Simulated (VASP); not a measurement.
Write the native input for VASP 6.6.1 that does the following.

```yaml
Task: single point
Functional: r2SCAN
Potentials_or_basis: VASP PAW PBE potentials, release 64 (C)
Cutoff: 520 eV
k_mesh: 20 × 20 × 20
Occupations: fermi-dirac, width 0.1 eV
Spin: no spin polarisation
Dipole_correction: no
Further_INCAR_settings: ALGO = Normal; EDIFF = 1e-07; NBANDS = 8
```

The system is C.

```xyz
1
Lattice="0.0000 1.4835 1.4835 1.4835 0.0000 1.4835 1.4835 1.4835 0.0000" Properties=species:S:1:pos:R:3 pbc="T T T"
C     0.0000    0.0000    0.0000
```

One way to write it, as run:

POSCAR

```
C
1.0
    0.0000000000      1.4835320441      1.4835320441
    1.4835320441      0.0000000000      1.4835320441
    1.4835320441      1.4835320441      0.0000000000
C
1
Direct
    0.0000000000      0.0000000000      0.0000000000
```

INCAR.step1

```
  PREC = Accurate
  ENCUT = 520
  ISMEAR = -1
  SIGMA = 0.1
  LREAL = False
  LASPH = True
  NELM = 60
  NBANDS = 8
  GGA = PE
  ALGO = Normal
  EDIFF = 1E-4
  LWAVE = True
  LCHARG = False
```

INCAR.step2

```
  PREC = Accurate
  ENCUT = 520
  EDIFF = 1E-7
  ISMEAR = -1
  SIGMA = 0.1
  LREAL = False
  LASPH = True
  NELM = 60
  ALGO = Normal
  ISIF = 2
  LWAVE = False
  LCHARG = False
  METAGGA = R2SCAN
  LMIXTAU = True
  NBANDS = 8
  ISTART = 1
```

KPOINTS

```
regular mesh
0
Gamma
  20 20 20
```

Potentials or basis: VASP PAW PBE potentials, release 64 (C).

Run with:

```sh
$ cat potpaw_PBE.64/C/POTCAR > POTCAR
$ cp INCAR.step1 INCAR
$ mpirun -np 1 vasp_std > vasp.out
$ cp INCAR.step2 INCAR
$ mpirun -np 1 vasp_std > vasp.out
```

It gave:

| Property | Result |
| --- | --- |
| Pressure | 25.2 GPa |
| Band gap on the k mesh | zero (bands 2 and 3 overlap by 13.98 eV) |

Caveat: the cell stands under pressure; the PAW data sets were made with another functional, which shifts forces and pressure a little.

It took 47 s on 1 thread of Intel Xeon 8259CL, with other jobs on the host, peak memory 0.12 GiB.
